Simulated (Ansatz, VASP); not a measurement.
One calculation of CuI, two programs

File INCAR:

```
SYSTEM = CuI
ALGO = Normal
EDIFF = 1E-6
ENCUT = 520
GGA = PE
ISIF = 2
ISMEAR = 0
LASPH = .TRUE.
LCHARG = .TRUE.
LELF = .TRUE.
LREAL = .FALSE.
LVHAR = .TRUE.
LWAVE = .FALSE.
NBANDS = 16
NELM = 80
PREC = Accurate
SIGMA = 0.05
```

Contents of KPOINTS:

```
k-points
0
G
  8 8 8
  0 0 0
```

File POSCAR:

```
CuI
1.0
    0.0000000000      3.3509933402      2.9702121435
    2.9702121435      0.0000000000      2.9702121435
    2.9702121435      3.3509933402      0.0000000000
Cu I
1 1
Direct
    0.7500000000      0.7500000000      0.7500000000
    0.0000000000      0.0000000000      0.0000000000
```

Input for Ansatz:

```yaml
crystal:
  lattice:
    - [0.0, 3.3509933402, 2.9702121435]
    - [2.9702121435, 0.0, 2.9702121435]
    - [2.9702121435, 3.3509933402, 0.0]
  atoms:
    - { symbol: Cu, position: [0.75, 0.75, 0.75] }
    - { symbol: I, position: [0.0, 0.0, 0.0] }
basis:
  ecutwfc: 520.0
kpoints:
  mp_grid: { grid: [8, 8, 8] }
hamiltonian:
  xc: pbe
scf:
  occupations: { method: gaussian, width: 0.05 }
output:
  forces: true
  stress: true
  eigenvalues: true
  write_density: true
  write_potential: true
  elf: true
  volumetric_format: npy
```

Alike in both runs: task single point; functional PBE; k mesh 8 × 8 × 8; occupations gaussian, width 0.05 eV; no spin polarisation.

|  | VASP | Ansatz |
| --- | --- | --- |
| version | VASP 6.6.1 | Ansatz 0.2.0 |
| potentials or method | VASP PAW PBE potentials, release 64 (Cu, I), cutoff 520 eV | scalar-relativistic, plane waves, PAW |
| valence electrons in the cell | 18 | 36 |

```csv
,VASP,Ansatz,Ansatz less VASP
gap on the k mesh at the Fermi level (eV),0.91,0.89,-0.018
least direct gap on the mesh (eV),0.91,0.89,-0.018
pressure (GPa),-1.8,-1.8,-0.01
"traceless stress, the component that is largest in VASP (GPa)",-1.67,-1.68,-0.011
```

VASP's potentials hold 18 valence electrons a cell and Ansatz's 36, so a difference there can come from the potentials and not from the codes.

Spin-orbit coupling is off throughout.
